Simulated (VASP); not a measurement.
Input of a VASP 6.6.1 run:

INCAR

```
SYSTEM = BP
ALGO = Normal
EDIFF = 1E-6
ENCUT = 520
GGA = PS
ISIF = 2
ISMEAR = -1
IVDW = 12
LASPH = .TRUE.
LCHARG = .FALSE.
LREAL = .FALSE.
LWAVE = .FALSE.
NBANDS = 11
NELM = 60
PREC = Accurate
SIGMA = 0.05
```

The input KPOINTS:

```
k-points
0
G
  10 10 10
  0 0 0
```

Contents of POSCAR:

```
BP
1.0
    0.0000000000      2.2444128729      2.2444128729
    2.2444128729      0.0000000000      2.2444128729
    2.2444128729      2.2444128729      0.0000000000
P B
1 1
Direct
    0.7500000000      0.7500000000      0.7500000000
    0.0000000000      0.0000000000      0.0000000000
```

Potentials or basis: VASP PAW PBE potentials, release 64 (P, B).

Launch:

```bash
$ cat potpaw_PBE.64/P/POTCAR potpaw_PBE.64/B/POTCAR > POTCAR
$ mpirun -np 1 vasp_std > vasp.out
```

Question: Estimate the band gap on the k mesh.

Answer: 1.09 eV, indirect (least direct gap 3.41 eV).

Question: Predict the pressure.

Answer: 0.1 GPa.

Question: What does it give for the dispersion energy per atom?

Answer: -0.259 eV.

Caveat: the PAW data sets were made with another functional, which shifts forces and pressure a little. A k mesh can miss the band edges.
